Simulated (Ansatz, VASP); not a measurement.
# One calculation of B, two programs

INCAR

```
PREC = Accurate
ENCUT = 520
EDIFF = 1E-7
ISMEAR = -1
SIGMA = 0.05
LREAL = F
LASPH = T
NELM = 80
ALGO = Normal
ISIF = 2
LWAVE = F
LCHARG = F
GGA = PE
NBANDS = 8
```

File KPOINTS:

```
Automatic mesh
0
Gamma
  5 5 5
```

Contents of POSCAR:

```
B
1.0
    1.8855081809      0.0000000000      0.0000000000
    0.0000000000      1.8855081809      0.0000000000
    0.0000000000      0.0000000000      1.8855081809
B
1
Direct
    0.0000000000      0.0000000000      0.0000000000
```

Input for Ansatz:

```yaml
crystal:
  lattice:
    - [1.8855081809, 0.0, 0.0]
    - [0.0, 1.8855081809, 0.0]
    - [0.0, 0.0, 1.8855081809]
  atoms:
    - { symbol: B, position: [0.0, 0.0, 0.0] }
kpoints:
  mp_grid: { grid: [5, 5, 5] }
scf:
  occupations: { method: fermi_dirac, width: 0.05 }
hamiltonian:
  xc: pbe
  pseudopotentials: { kind: all_electron, lapw: { basis_error: 0.001 } }
output:
  forces: true
  stress: true
  eigenvalues: true
```

Alike in both runs: task single point; functional PBE; k mesh 5 × 5 × 5; occupations fermi-dirac, width 0.05 eV; no spin polarisation.

|  | VASP | Ansatz |
| --- | --- | --- |
| version | VASP 6.6.1 | Ansatz 0.2.0 |
| potentials or method | VASP PAW PBE potentials, release 64 (B), cutoff 520 eV | all-electron LAPW, scalar-relativistic |

|  | VASP | Ansatz | Ansatz less VASP |
| --- | --- | --- | --- |
| pressure (GPa) | 3.5 | 3.5 | -0.02 |

Ansatz ran all-electron here, and VASP with PAW potentials.

The k mesh is coarse, so the values compare programs but aren't converged.
